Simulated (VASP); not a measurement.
# Rb: single point with r2SCAN

Rb:

```
Rb
1.0
     0.00000    5.07155    5.07155
     5.07155    0.00000    5.07155
     5.07155    5.07155    0.00000
Rb
2
Direct
  0.12500 0.12500 0.12500
  0.87500 0.87500 0.87500
```

This cell differs from its parent crystal: volume scaled by 0.92.

* Program: VASP 6.6.1
* Task: single point
* Functional: r2SCAN
* Potentials or basis: VASP PAW PBE potentials, release 64 (Rb_sv)
* Cutoff: 520 eV
* k mesh: 6 × 6 × 6
* Occupations: fermi-dirac, width 0.1 eV
* Spin: no spin polarisation

| Item | Value |
| --- | --- |
| Pressure | 0.1 GPa |
| Band gap on the k mesh | zero (band 9 reaches -0.33 eV, above the bottom of band 10 at -0.65 eV) |

Levels at points of the mesh, in eV from the Fermi level:
```
           k point  band 7  band 8  band 9  band 10  band 11  band 12
(0.00, 0.00, 0.00)  -14.10  -14.10   -1.71     2.23     2.23     2.23
(0.50, 0.00, 0.00)  -14.09  -14.09   -0.59    -0.13     1.86     1.86
(0.50, 0.50, 0.00)  -14.08  -14.08    0.03     0.03     1.24     1.24
```

It took 5 min on 1 thread of AMD EPYC 9R45 96-Core Processor (Zen 5) (shared host), peak memory 0.41 GiB.

Caveat: the PAW data sets were made with another functional, which shifts forces and pressure a little.
